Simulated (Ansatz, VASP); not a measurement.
## One calculation of CrO2, two programs

```
Cr O
1.0
     0.00000    2.38307    2.38307
     2.38307    0.00000    2.38307
     2.38307    2.38307    0.00000
Cr O
1 2
Cartesian
  0.0000 0.0000 0.0000
  1.1915 1.1915 1.1915
  3.5746 3.5746 3.5746
```

Alike in both runs: task single point; functional PBE; k mesh 10 × 10 × 10; occupations fermi-dirac, width 0.05 eV; collinear spin.

```csv
,VASP,Ansatz
version,VASP 6.6.1,Ansatz 0.2.0
potentials or method,"VASP PAW PBE potentials, release 64 (Cr_pv, O)",Ansatz PAW
plane-wave cutoff (eV),520,420
valence electrons in the cell,24,26
```

VASP gave:

| Quantity | Value |
| --- | --- |
| gap on the k mesh at the Fermi level (eV) | 0.36 |
| least direct gap on the mesh (eV) | 0.37 |
| pressure (GPa) | -7.9 |
| net moment per atom (μB) | 0.67 |
| size of the moment on the site where the two differ most (μB) | 2.21 |

Question: Estimate Ansatz's values.

Answer: gap on the k mesh at the Fermi level (eV): 0.41; least direct gap on the mesh (eV): 0.42; pressure (GPa): -8.6; net moment per atom (μB): 0.67; size of the moment on the site where the two differ most (μB): 1.92.

Site moments also hang on the region over which each program counts them. VASP's potentials hold 24 valence electrons a cell and Ansatz's 26, so a difference there can come from the potentials and not from the codes.
